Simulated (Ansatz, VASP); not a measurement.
# SiC: VASP beside Ansatz

File INCAR:

```
PREC = Accurate
ENCUT = 520
EDIFF = 1E-6
ISMEAR = 0
SIGMA = 0.05
LREAL = False
LASPH = True
NELM = 100
ALGO = Normal
ISIF = 2
LWAVE = False
LCHARG = True
GGA = PE
LELF = True
LVHAR = True
NBANDS = 11
```

Contents of KPOINTS:

```
regular mesh
0
Gamma
  14 14 14
```

Contents of POSCAR:

```
SiC
1.0
    0.0000000000      2.1898506880      2.1898506880
    2.1898506880      0.0000000000      2.1898506880
    2.1898506880      2.1898506880      0.0000000000
Si C
1 1
Direct
    0.0000000000      0.0000000000      0.0000000000
    0.7500000000      0.7500000000      0.7500000000
```

Input for Ansatz:

```yaml
crystal:
  lattice:
    - [0.0, 2.189850688, 2.189850688]
    - [2.189850688, 0.0, 2.189850688]
    - [2.189850688, 2.189850688, 0.0]
  atoms:
    - { symbol: Si, position: [0.0, 0.0, 0.0] }
    - { symbol: C, position: [0.75, 0.75, 0.75] }
basis:
  ecutwfc: 420
  ecutrho_ratio: 4
kpoints:
  mp_grid: { grid: [14, 14, 14] }
hamiltonian:
  xc: pbe
scf:
  occupations: { method: gaussian, width: 0.05 }
output:
  forces: true
  stress: true
  eigenvalues: true
```

Alike in both runs: task single point; functional PBE; k mesh 14 × 14 × 14; occupations gaussian, width 0.05 eV; no spin polarisation.

|  | VASP | Ansatz |
| --- | --- | --- |
| version | VASP 6.6.1 | Ansatz 0.2.0 |
| potentials or method | VASP PAW PBE potentials, release 64 (Si, C), cutoff 520 eV | scalar-relativistic, plane waves, PAW |
| valence electrons in the cell | 8 | 8 |

```tsv
	VASP	Ansatz	Ansatz less VASP
gap on the k mesh at the Fermi level (eV)	1.37	1.37	+0.002
least direct gap on the mesh (eV)	4.53	4.53	+0.003
pressure (GPa)	0.0	0.0	+0.05
```

The functional is the same, so the differences come from potentials, cutoffs and numerics.
